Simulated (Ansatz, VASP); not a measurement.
**Mg3SnN2: VASP beside Ansatz**

File INCAR:

```
SYSTEM = Mg3SnN2
PREC = Accurate ; ENCUT = 520
EDIFF = 1E-6 ; ISMEAR = 0
SIGMA = 0.1 ; LREAL = .FALSE.
LASPH = .TRUE. ; NELM = 100
ALGO = Fast ; ISIF = 2
LWAVE = .FALSE. ; LCHARG = .FALSE.
GGA = PE ; NBANDS = 24
```

The input KPOINTS:

```
Automatic mesh
0
G
  6 6 6
  0 0 0
```

Contents of POSCAR:

```
Mg3SnN2
1.0
    5.7487530500      0.0000000000      0.0000000000
   -2.8743765200      4.9785661800      0.0000000000
    0.0000000000      0.0000000000      3.2931495000
Mg Sn N
3 1 2
Direct
    0.5000000000      0.0000000000      0.5000000000
    0.5000000000      0.5000000000      0.5000000000
    0.0000000000      0.5000000000      0.5000000000
    0.0000000000      0.0000000000      0.0000000000
    0.3333333300      0.6666666700      0.0000000000
    0.6666666700      0.3333333300      0.0000000000
```

Input for Ansatz:

```yaml
crystal:
  lattice:
    - [5.74875305, 0.0, 0.0]
    - [-2.87437652, 4.97856618, 0.0]
    - [0.0, 0.0, 3.2931495]
  atoms:
    - { symbol: Mg, position: [0.5, 0.0, 0.5] }
    - { symbol: Mg, position: [0.5, 0.5, 0.5] }
    - { symbol: Mg, position: [0.0, 0.5, 0.5] }
    - { symbol: Sn, position: [0.0, 0.0, 0.0] }
    - { symbol: "N", position: [0.33333333, 0.66666667, 0.0] }
    - { symbol: "N", position: [0.66666667, 0.33333333, 0.0] }
basis:
  ecutwfc: 420
kpoints:
  mp_grid: { grid: [6, 6, 6] }
hamiltonian:
  xc: pbe
scf:
  occupations: { method: gaussian, width: 0.1 }
  lower_state_search: "off"
output:
  forces: true
  stress: true
  eigenvalues: true
```

Change from the starting cell: species swapped into the NdB2Rh3 type (P6/mmm, No. 191).

Alike in both runs: task single point; functional PBE; k mesh 6 × 6 × 6; occupations gaussian, width 0.1 eV; no spin polarisation.

|  | VASP | Ansatz |
| --- | --- | --- |
| version | VASP 6.6.1 | Ansatz 0.2.0 |
| potentials or method | VASP PAW PBE potentials, release 64 (Mg, Sn_d, N), cutoff 520 eV | scalar-relativistic, plane waves, PAW |
| valence electrons in the cell | 30 | 54 |

VASP gave:

* gap on the k mesh at the Fermi level (eV): none
* pressure (GPa): -8.0
* traceless stress, the component that is largest in VASP (GPa): -15.04

Question: What did Ansatz give for the same quantities?

Answer: gap on the k mesh at the Fermi level (eV): none; pressure (GPa): -7.7; traceless stress, the component that is largest in VASP (GPa): -14.99.

A gap of «none» marks a metal or a gap that the smearing closes. VASP's potentials hold 30 valence electrons a cell and Ansatz's 54, so a difference there can come from the potentials and not from the codes.
